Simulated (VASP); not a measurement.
The system is BN.

```
N B
1.0
     2.49824    0.00000    0.00000
    -1.24912    2.16354    0.00000
     0.00000    0.00000    6.63570
N B
2 2
Direct
  0.66667 0.33333 0.25000
  0.33333 0.66667 0.75000
  0.66667 0.33333 0.75000
  0.33333 0.66667 0.25000
```

Base run:

| Item | Value |
| --- | --- |
| Program | VASP 6.6.1 |
| Functional | HSE06 |
| Potentials or basis | VASP PAW PBE potentials, release 64 (N, B) |
| Cutoff | 520 eV |
| k mesh | 7 × 7 × 3 |
| Occupations | fermi-dirac, width 0.05 eV |
| Spin | no spin polarisation |

Its results: band gap on the k mesh 5.84 eV (least direct gap 6.07 eV); pressure 0.3 GPa.

**Question.** The run is repeated on the same cell with these changes: functional from HSE06 to PBE0. What comes out?

**Answer.** Band gap on the k mesh 6.61 eV (least direct gap 6.84 eV); pressure 0.2 GPa.

Caveats: the PAW data sets were made with another functional, which shifts forces and pressure a little; this functional lacks dispersion, which binds layers or chains, so the pressure and a relaxed spacing across them are unreliable.

A k mesh can miss the band edges.
